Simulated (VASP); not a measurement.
# Ga2GeO5 (Pmc2_1) in VASP: further runs

Ga2GeO5 is run at these levels: PBE; tasks: single point.

All numbers are computed with VASP 6.6.1; they aren't measurements. Logs are shortened: lines on timing, memory, paths and dates and some standing lists are left out, and cuts for length are marked.

### 1 The cell of the first run

Symmetry: Pmc2_1, No. 26, orthorhombic system. Conventional cell: a = 3.064 Å, b = 7.890 Å, c = 8.234 Å, α = 90.00°, β = 90.00°, γ = 90.00°. Within 2.4 Å of Ga (site symmetry m) lie 4 O at 1.83 to 1.86 Å. Ga (site symmetry m) has 6 O at 1.96 to 2.21 Å within 2.6 Å. Within 2.3 Å of Ge (site symmetry m) lie 4 O at 1.70 to 1.83 Å. O (site symmetry m) has 1 Ge at 1.70 Å and 1 Ga at 1.83 Å within 2.3 Å. Within 2.4 Å of O (site symmetry m) lie 1 Ge at 1.78 Å and 2 Ga at 2.02 Å. Within 2.6 Å of O (site symmetry m) lie 3 Ga at 1.86 to 1.96 Å and 1 O at 2.51 Å. O (site symmetry m) has 3 Ga at 1.85 to 1.96 Å within 2.5 Å. Within 2.4 Å of O (site symmetry m) lie 2 Ge at 1.83 Å and 1 Ga at 2.21 Å.

### 2 Single point, PBE

INCAR

```
ALGO = Normal
EDIFF = 1E-6
ENCUT = 520
GGA = PE
ISIF = 2
ISMEAR = 0
LASPH = True
LCHARG = False
LREAL = Auto
LWAVE = False
NBANDS = 84
NELM = 100
PREC = Accurate
SIGMA = 0.15
```

KPOINTS

```
k-points
0
Gamma
  4 2 2
```

POSCAR

```
Ga2GeO5
1.0
    3.0641215426      0.0000000000      0.0000000000
    0.0000000000      7.8899241457      0.0000000000
    0.0000000000      0.0000000000      8.2342111039
Ga Ge O
4 2 10
Direct
    0.5000000000      0.5967646982      0.6608121140
    0.0000000000      0.2521037486      0.4948957123
    0.5000000000      0.4032353018      0.1608121140
    0.0000000000      0.7478962514     -0.0051042877
    0.5000000000      0.8909024648      0.3464237850
    0.5000000000      0.1090975352      0.8464237850
    0.5000000000      0.7190433887      0.4718151529
    0.5000000000      0.0959699366      0.4360854993
    0.5000000000      0.3742905885      0.5846726657
    0.0000000000      0.6405993895      0.7800163722
    0.0000000000      0.8905323984      0.2252786985
    0.5000000000      0.2809566113     -0.0281848471
    0.5000000000      0.6257094115      0.0846726657
    0.5000000000      0.9040300634      0.9360854993
    0.0000000000      0.1094676016      0.7252786985
    0.0000000000      0.3594006105      0.2800163722
```

Potentials or basis: VASP PAW PBE potentials, release 64 (Ga_d, Ge_d, O).

On the command line:

```
> cat potpaw_PBE.64/Ga_d/POTCAR potpaw_PBE.64/Ge_d/POTCAR potpaw_PBE.64/O/POTCAR > POTCAR
> mpirun -np 1 vasp_std > vasp.out
```

OUTCAR:

```text
EDIFF = 1E-6
   ENCUT = 520
   GGA = PE
   ISIF = 2
   ISMEAR = 0
   LASPH = True
   LREAL = Auto
   NELM = 100
   PREC = Accurate

 ion  position               nearest neighbor table
   1  0.500  0.597  0.661-   7 1.83  10 1.85  10 1.85   9 1.86
   2  0.000  0.252  0.495-   9 1.96   9 1.96  16 1.96   8 2.02   8 2.02  15 2.21
   3  0.500  0.403  0.161-  12 1.83  16 1.85  16 1.85  13 1.86
   4  0.000  0.748  0.995-  13 1.96  13 1.96  10 1.96  14 2.02  14 2.02  11 2.21
   5  0.500  0.891  0.346-   7 1.70   8 1.78  11 1.83  11 1.83
   6  0.500  0.109  0.846-  12 1.70  14 1.78  15 1.83  15 1.83
   7  0.500  0.719  0.472-   5 1.70   1 1.83
   8  0.500  0.096  0.436-   5 1.78   2 2.02   2 2.02
   9  0.500  0.374  0.585-   1 1.86   2 1.96   2 1.96
  10  0.000  0.641  0.780-   1 1.85   1 1.85   4 1.96
  11  0.000  0.891  0.225-   5 1.83   5 1.83   4 2.21
  12  0.500  0.281  0.972-   6 1.70   3 1.83
  13  0.500  0.626  0.085-   3 1.86   4 1.96   4 1.96
  14  0.500  0.904  0.936-   6 1.78   4 2.02   4 2.02
  15  0.000  0.109  0.725-   6 1.83   6 1.83   2 2.21
  16  0.000  0.359  0.280-   3 1.85   3 1.85   2 1.96

  LATTYP: Found a simple orthorhombic cell.
 ALAT       =     3.0641215426
 B/A-ratio  =     2.5749383750
 C/A-ratio  =     2.6872991131

  Lattice vectors:

 A1 = (   3.0641215426,   0.0000000000,   0.0000000000)
 A2 = (   0.0000000000,   7.8899241457,   0.0000000000)
 A3 = (   0.0000000000,   0.0000000000,   8.2342111039)

Analysis of symmetry for initial positions (statically):
=====================================================================
 Subroutine PRICEL returns:
 Original cell was already a primitive cell.

 Routine SETGRP: Setting up the symmetry group for a
 simple orthorhombic supercell.

 Subroutine GETGRP returns: Found  4 space group operations
 (whereof  2 operations were pure point group operations)
 out of a pool of  8 trial point group operations.

The static configuration has the point symmetry C_1h.
 The point group associated with its full space group is C_2v.

Analysis of symmetry for dynamics (positions and initial velocities):
=====================================================================
 Subroutine PRICEL returns:
 Original cell was already a primitive cell.

 Routine SETGRP: Setting up the symmetry group for a
 simple orthorhombic supercell.

 Subroutine GETGRP returns: Found  4 space group operations
 (whereof  2 operations were pure point group operations)
 out of a pool of  8 trial point group operations.

The dynamic configuration has the point symmetry C_1h.
 The point group associated with its full space group is C_2v.

 Subroutine INISYM returns: Found  4 space group operations
 (whereof  2 operations are pure point group operations),
 and found     1 'primitive' translations

----------------------------------------------------------------------------------------

                                     Primitive cell

  volume of cell :     199.0677

  direct lattice vectors                    reciprocal lattice vectors
     3.064121543  0.000000000  0.000000000     0.326357811  0.000000000  0.000000000
     0.000000000  7.889924146  0.000000000     0.000000000  0.126743931  0.000000000
     0.000000000  0.000000000  8.234211104     0.000000000  0.000000000  0.121444542

  length of vectors
     3.064121543  7.889924146  8.234211104     0.326357811  0.126743931  0.121444542

  position of ions in fractional coordinates (direct lattice)
     0.500000000  0.596764698  0.660812114
     0.000000000  0.252103749  0.494895712
     0.500000000  0.403235302  0.160812114
     0.000000000  0.747896251  0.994895712
     0.500000000  0.890902465  0.346423785
     0.500000000  0.109097535  0.846423785
[... 8 lines left out ...]
     0.000000000  0.109467602  0.725278698
     0.000000000  0.359400611  0.280016372

  ion indices of the primitive-cell ions
   primitive index   ion index
                 1           1
                 2           2
                 3           3
                 4           4
                 5           5
                 6           6
[... 8 lines left out ...]
                15          15
                16          16

----------------------------------------------------------------------------------------

 KPOINTS: k-points

Automatic generation of k-mesh.
 Grid dimensions read from file:
 generate k-points for:    4    2    2

 Generating k-lattice:

  Cartesian coordinates                     Fractional coordinates (reciprocal lattice)
     0.081589453  0.000000000  0.000000000     0.250000000  0.000000000  0.000000000
     0.000000000  0.063371965  0.000000000     0.000000000  0.500000000  0.000000000
     0.000000000  0.000000000  0.060722271     0.000000000  0.000000000  0.500000000

  Length of vectors
     0.081589453  0.063371965  0.060722271

  Shift w.r.t. Gamma in fractional coordinates (k-lattice)
     0.000000000  0.000000000  0.000000000

 Subroutine IBZKPT returns following result:
 ===========================================

 Found     12 irreducible k-points:

 Following reciprocal coordinates:
            Coordinates               Weight
  0.000000  0.000000  0.000000      1.000000
  0.250000  0.000000  0.000000      2.000000
  0.500000  0.000000  0.000000      1.000000
  0.000000  0.500000  0.000000      1.000000
  0.250000  0.500000  0.000000      2.000000
  0.500000  0.500000  0.000000      1.000000
  0.000000  0.000000  0.500000      1.000000
  0.250000  0.000000  0.500000      2.000000
  0.500000  0.000000  0.500000      1.000000
  0.000000  0.500000  0.500000      1.000000
  0.250000  0.500000  0.500000      2.000000
  0.500000  0.500000  0.500000      1.000000
   k-points           NKPTS =     12   k-points in BZ     NKDIM =     12   number of bands    NBANDS=     84
   number of dos      NEDOS =    301   number of ions     NIONS =     16
   total plane-waves  NPLWV =  92160
   dimension x,y,z NGX =    24 NGY =   60 NGZ =   64
   dimension x,y,z NGXF=    48 NGYF=  120 NGZF=  128
   ions per type =               4   2  10
   NGX,Y,Z   is equivalent  to a cutoff of  13.02, 12.64, 12.92 a.u.
   NGXF,Y,Z  is equivalent  to a cutoff of  26.04, 25.28, 25.84 a.u.
 SYSTEM =  unknown system
   PREC   = accura    normal or accurate (medium, high low for compatibility)
   ISTART =      0    job   : 0-new  1-cont  2-samecut
   ICHARG =      2    charge: 1-file 2-atom 10-const
   ISPIN  =      1    spin polarized calculation?
   LNONCOLLINEAR =      F non collinear calculations
   LSORBIT =      F    spin-orbit coupling
   LASPH  =      T    aspherical Exc in radial PAW
   ENCUT  =  520.0 eV  38.22 Ry    6.18 a.u.   5.70 14.67 15.31*2*pi/ulx,y,z
   NELM   =    100;   NELMIN=  2; NELMDL= -5     # of ELM steps
   EDIFF  = 0.1E-05   stopping-criterion for ELM
   LREAL  =      T    real-space projection
   EDIFFG = 0.1E-04   stopping-criterion for IOM
   NSW    =      0    number of steps for IOM
   IBRION =     -1    ionic relax: 0-MD 1-quasi-New 2-CG
   NFREE  =      0    steps in history (QN), initial steepest desc. (CG)
   ISIF   =      2    stress and relaxation
   ISYM   =      2    0-nonsym 1-usesym 2-fastsym
   POTIM  = 0.5000    time-step for ionic-motion
   TEBEG  =    0.0;   TEEND  =   0.0 temperature during run
   PSTRESS=    0.0 pullay stress
   NELECT =     140.0000    total number of electrons
   NUPDOWN=      -1.0000    fix difference up-down
   EMIN   =  10.00;   EMAX   =-10.00  energy-range for DOS
   EFERMI =   0.00;   METHOD = LEGACY
   ISMEAR =     0;   SIGMA  =   0.15  broadening in eV -4-tet -1-fermi 0-gaus
   EFERMI_NEDOS =   21; number of points for ismear=-14 and -15
   IALGO  =     38    algorithm
   IMIX   =      4    mixing-type and parameters
     AMIX     =   0.40;   BMIX     =  1.00
     AMIX_MAG =   1.60;   BMIX_MAG =  1.00
  volume/ion in A,a.u.               =      12.44        83.96
  Fermi-wavevector in a.u.,A,eV,Ry     =   1.455852  2.751161 28.837618  2.119505
  Thomas-Fermi vector in A             =   2.572838
   LORBIT       =      0    0 simple, 1 ext, 2 COOP (PROOUT), +10 PAW based schemes
   GGA     = PE    functional components
   LHFCALC =     F    Hartree Fock is set to
   AEXX    =    0.0000 exact exchange contribution
   IVDW    =     0    specifies the selected vdW correction
   LEPSILON=     F    determine dielectric tensor
   LRPA    =     F    only Hartree local field effects (RPA)
 non-spin polarized calculation
 Gauss-broadening in eV      SIGMA  =   0.15
  energy-cutoff  :      520.00
  volume of cell :      199.07
 maximum number of plane-waves:      5398
 NGX is ok and might be reduce to    24
   NGX = 11   NGY = 29   NGZ = 31

 number of electron     140.0000064 magnetization

 Free energy of the ion-electron system (eV)
  ---------------------------------------------------
  ext. energy  EPLUGINS =         0.00000000
  ---------------------------------------------------
  free energy    TOTEN  =       -97.61966410 eV

  energy without entropy =      -97.61966410  energy(sigma->0) =      -97.61966410

 E-fermi :   2.9373     XC(G=0): -10.3878

 val. band max:        2.2041879305   @ k =   0.0000   0.5000   0.0000
 cond. band min:       4.1357671083   @ k =   0.0000   0.0000   0.0000
 fundamental gap:      1.9315791778
 Fermi energy:         2.9373417047

 k-point     1 :       0.0000    0.0000    0.0000
  band No.  band energies     occupation
      1     -21.8505      2.00000
      2     -21.8478      2.00000
      3     -21.7269      2.00000
      4     -21.7260      2.00000
      5     -21.6340      2.00000
      6     -21.6336      2.00000
[... 74 lines left out ...]
     81      11.3119      0.00000
     82      11.5975      0.00000

 k-point     2 :       0.2500    0.0000    0.0000
  band No.  band energies     occupation
      1     -21.8156      2.00000
      2     -21.8132      2.00000
      3     -21.7229      2.00000
      4     -21.7221      2.00000
      5     -21.6622      2.00000
      6     -21.6620      2.00000
[... 74 lines left out ...]
     81      11.2631      0.00000
     82      11.6811      0.00000
[... 763 lines left out ...]
     81      11.2913      0.00000
     82      11.2913      0.00000

 k-point    12 :       0.5000    0.5000    0.5000
  band No.  band energies     occupation
      1     -21.8156      2.00000
      2     -21.8156      2.00000
      3     -21.7188      2.00000
      4     -21.7188      2.00000
      5     -21.6566      2.00000
      6     -21.6566      2.00000
[... 74 lines left out ...]
     81      11.1836      0.00000
     82      11.1836      0.00000
 [bands above 82 left out]

------------------------ aborting loop because EDIFF is reached ----------------------------------------

  FORCE on cell =-STRESS in cart. coord.  units (eV):
  Direction    XX          YY          ZZ          XY          YZ          ZX
  --------------------------------------------------------------------------------------
  -------------------------------------------------------------------------------------
  Total        0.6544149     -0.1532389      0.6400063      0.0000000      0.0000000      0.0000000
  in kB        5.2669952     -1.2333282      5.1510291      0.0000000      0.0000000      0.0000000
  external PRESSURE =       3.0615653 kB  Pullay stress =       0.0000000 kB

 VOLUME and BASIS-vectors are now :
 -----------------------------------------------------------------------------
  energy-cutoff  :      520.00
  volume of cell :      199.07
      direct lattice vectors                 reciprocal lattice vectors
     3.064121543  0.000000000  0.000000000     0.326357811  0.000000000  0.000000000
     0.000000000  7.889924146  0.000000000     0.000000000  0.126743931  0.000000000
     0.000000000  0.000000000  8.234211104     0.000000000  0.000000000  0.121444542

 POSITION                                       TOTAL-FORCE (eV/Angst)
 -----------------------------------------------------------------------------------
      1.53206      4.70843      5.44127         0.000000     -0.005431      0.002688
      0.00000      1.98908      4.07508         0.000000      0.061970      0.026565
      1.53206      3.18150      1.32416         0.000000      0.005431      0.002688
      0.00000      5.90084      8.19218         0.000000     -0.061970      0.026565
      1.53206      7.02915      2.85253         0.000000     -0.025648      0.096943
      1.53206      0.86077      6.96963         0.000000      0.025648      0.096943
[... 8 lines left out ...]
      0.00000      0.86369      5.97210         0.000000     -0.060005     -0.027288
      0.00000      2.83564      2.30571         0.000000      0.038171     -0.004176
 -----------------------------------------------------------------------------------
    total drift:                                0.000000      0.000000      0.009278

  FREE ENERGIE OF THE ION-ELECTRON SYSTEM (eV)
  ---------------------------------------------------
  free  energy   TOTEN  =       -97.6196640973 eV

  energy  without entropy=      -97.6196640973  energy(sigma->0) =      -97.61966410
```

Run time: 4.5 min. Hardware: 1 thread of Intel Xeon Platinum 8375C at 2.90GHz (Ice Lake), shared host; peak memory 0.35 GiB.

Results:

```yaml
Free_energy: -97.6197 eV
Pressure: 0.3 GPa
Largest_force: 0.133 eV/Å
Band_gap_on_the_k_mesh: 1.93 eV (least direct gap 1.95 eV)
```

Forces on the atoms (eV/Å):
```
Ga   0.000 -0.005  0.003
Ga   0.000  0.062  0.027
Ga   0.000  0.005  0.003
Ga   0.000 -0.062  0.027
Ge   0.000 -0.026  0.097
Ge   0.000  0.026  0.097
O    0.000  0.090 -0.082
O    0.000 -0.127 -0.037
O    0.000 -0.066  0.025
O    0.000 -0.038 -0.004
O    0.000  0.060 -0.027
O    0.000 -0.090 -0.082
O    0.000  0.066  0.025
O    0.000  0.127 -0.037
O    0.000 -0.060 -0.027
O    0.000  0.038 -0.004
```

Levels at points of the mesh, in eV from the valence-band top:
```
           k point  band 66  band 67  band 68  band 69  band 70  band 71  band 72  band 73  band 74  band 75
(0.00, 0.00, 0.00)    -0.62    -0.36    -0.28    -0.02    -0.02     1.93     3.98     4.76     5.55     5.64
(0.50, 0.00, 0.00)    -0.81    -0.79    -0.74    -0.55    -0.48     5.58     5.60     6.10     6.65     7.41
(0.00, 0.50, 0.00)    -0.52    -0.44    -0.16    -0.02     0.00     3.10     3.53     4.31     5.30     5.52
(0.50, 0.50, 0.00)    -0.87    -0.81    -0.73    -0.65    -0.36     5.80     6.09     6.15     6.35     7.32
(0.00, 0.00, 0.50)    -0.67    -0.38    -0.38    -0.02    -0.02     3.18     3.18     4.70     4.70     6.15
(0.50, 0.00, 0.50)    -0.93    -0.70    -0.70    -0.41    -0.41     5.85     5.85     5.94     5.94     7.86
(0.00, 0.50, 0.50)    -0.76    -0.34    -0.34    -0.01    -0.01     3.60     3.60     4.41     4.41     5.86
(0.50, 0.50, 0.50)    -1.00    -0.71    -0.71    -0.39    -0.39     5.94     5.94     6.18     6.18     7.54
```

Caveat: the k points lie up to 0.51 Å⁻¹ apart. A k mesh can miss the band edges.

### 3 Single point, PBE

INCAR

```
  PREC = Accurate
  ENCUT = 520
  EDIFF = 1E-6
  ISMEAR = 0
  SIGMA = 0.1
  LREAL = Auto
  LASPH = True
  NELM = 80
  ALGO = Normal
  ISIF = 2
  LWAVE = False
  LCHARG = False
  GGA = PE
  NBANDS = 84
```

KPOINTS

```
Automatic mesh
0
Gamma
  4 2 2
```

POSCAR

```
Ga2GeO5
1.0
    3.0607829033      0.0000000000      0.0000000000
    0.0000000000      7.8778648278      0.0000000000
    0.0000000000      0.0000000000      8.2629616731
Ga Ge O
4 2 10
Direct
    0.5000000000      0.5968537207      0.6604438777
    0.0000000000      0.2525245158      0.4945667044
    0.5000000000      0.4031462793      0.1604438777
    0.0000000000      0.7474754842      0.9945667044
    0.5000000000      0.8909708778      0.3464775656
    0.5000000000      0.1090291222      0.8464775656
    0.5000000000      0.7185148549      0.4712686451
    0.5000000000      0.0957323497      0.4366574963
    0.5000000000      0.3735136956      0.5851229825
    0.0000000000      0.6394763809      0.7800835928
    0.0000000000      0.8923652911      0.2253791354
    0.5000000000      0.2814851451      0.9712686451
    0.5000000000      0.6264863044      0.0851229825
    0.5000000000      0.9042676503      0.9366574963
    0.0000000000      0.1076347089      0.7253791354
    0.0000000000      0.3605236191      0.2800835928
```

Potentials or basis: VASP PAW PBE potentials, release 64 (Ga_d, Ge_d, O).

On the command line:

```
> cat potpaw_PBE.64/Ga_d/POTCAR potpaw_PBE.64/Ge_d/POTCAR potpaw_PBE.64/O/POTCAR > POTCAR
> mpirun -np 1 vasp_std > vasp.out
```

Run time: 4.6 min. Hardware: 1 thread of Intel Xeon Platinum 8375C at 2.90GHz (Ice Lake), shared host; peak memory 0.36 GiB.

The run converged. Its results:

| Item | Value |
| --- | --- |
| Free energy | -97.6225 eV |
| Pressure | 0.2 GPa |
| Largest force | 0.081 eV/Å |
| Band gap on the k mesh | 1.94 eV (least direct gap 1.95 eV) |

Forces on the atoms (eV/Å):
```
Ga   0.000 -0.002 -0.017
Ga   0.000 -0.005  0.013
Ga   0.000  0.002 -0.017
Ga   0.000  0.005  0.013
Ge   0.000 -0.038  0.045
Ge   0.000  0.038  0.045
O    0.000  0.067 -0.046
O    0.000 -0.061 -0.026
O    0.000  0.008  0.026
O    0.000 -0.001  0.003
O    0.000  0.002  0.002
O    0.000 -0.067 -0.046
O    0.000 -0.008  0.026
O    0.000  0.061 -0.026
O    0.000 -0.002  0.002
O    0.000  0.001  0.003
```

Stress tensor (GPa, compression positive):
```
 0.50  0.00  0.00
 0.00 -0.02  0.00
 0.00  0.00  0.04
```

Levels at points of the mesh, in eV from the valence-band top:
| k point | band 67 | band 68 | band 69 | band 70 | band 71 | band 72 | band 73 | band 74 |
| --- | --- | --- | --- | --- | --- | --- | --- | --- |
| (0.00, 0.00, 0.00) | -0.38 | -0.30 | -0.02 | -0.02 | 1.94 | 3.99 | 4.77 | 5.52 |
| (0.50, 0.00, 0.00) | -0.82 | -0.75 | -0.55 | -0.50 | 5.58 | 5.61 | 6.09 | 6.62 |
| (0.00, 0.50, 0.00) | -0.47 | -0.19 | -0.02 | 0.00 | 3.12 | 3.52 | 4.31 | 5.27 |
| (0.50, 0.50, 0.00) | -0.83 | -0.74 | -0.66 | -0.36 | 5.81 | 6.05 | 6.14 | 6.35 |
| (0.00, 0.00, 0.50) | -0.40 | -0.40 | -0.02 | -0.02 | 3.18 | 3.18 | 4.70 | 4.70 |
| (0.50, 0.00, 0.50) | -0.72 | -0.72 | -0.42 | -0.42 | 5.84 | 5.84 | 5.94 | 5.94 |
| (0.00, 0.50, 0.50) | -0.35 | -0.35 | -0.01 | -0.01 | 3.62 | 3.62 | 4.38 | 4.38 |
| (0.50, 0.50, 0.50) | -0.72 | -0.72 | -0.41 | -0.41 | 5.94 | 5.94 | 6.17 | 6.17 |

Caveat: the k points lie up to 0.51 Å⁻¹ apart.
